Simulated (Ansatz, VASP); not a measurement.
Se in VASP and in Ansatz

```
Se
1.0
     6.37169    0.00000    0.00000
    -3.18585    5.51805    0.00000
     0.00000    0.00000    4.99023
Se
3
Direct
  0.15333 0.00000 0.33333
  0.00000 0.15333 0.66667
  0.84667 0.84667 0.00000
```

Alike in both runs: functional revPBE; k mesh 5 × 5 × 4; occupations fermi-dirac, width 0.05 eV; no spin polarisation.

Ansatz relaxed the structure, and its values are those at the end. VASP's run is a single point on that final structure, the one shown.

```csv
,VASP,Ansatz
version,VASP 6.6.1,Ansatz 0.2.0
potentials or method,"VASP PAW PBE potentials, release 64 (Se), cutoff 520 eV","plane waves (420 eV) with PAW, scalar-relativistic"
valence electrons in the cell,18,48
```

VASP gave:

- pressure (GPa): 0.1
- rms of the force components (eV/Å): 0.016

Question: Estimate Ansatz's values.

Answer: Pressure (GPa): 0.0; rms of the force components (eV/Å): 0.001.

VASP's potentials were made for PBE, not for revPBE. The functional is the same, so the differences come from potentials, cutoffs and numerics. VASP's potentials hold 18 valence electrons a cell and Ansatz's 48, so a difference there can come from the potentials and not from the codes.
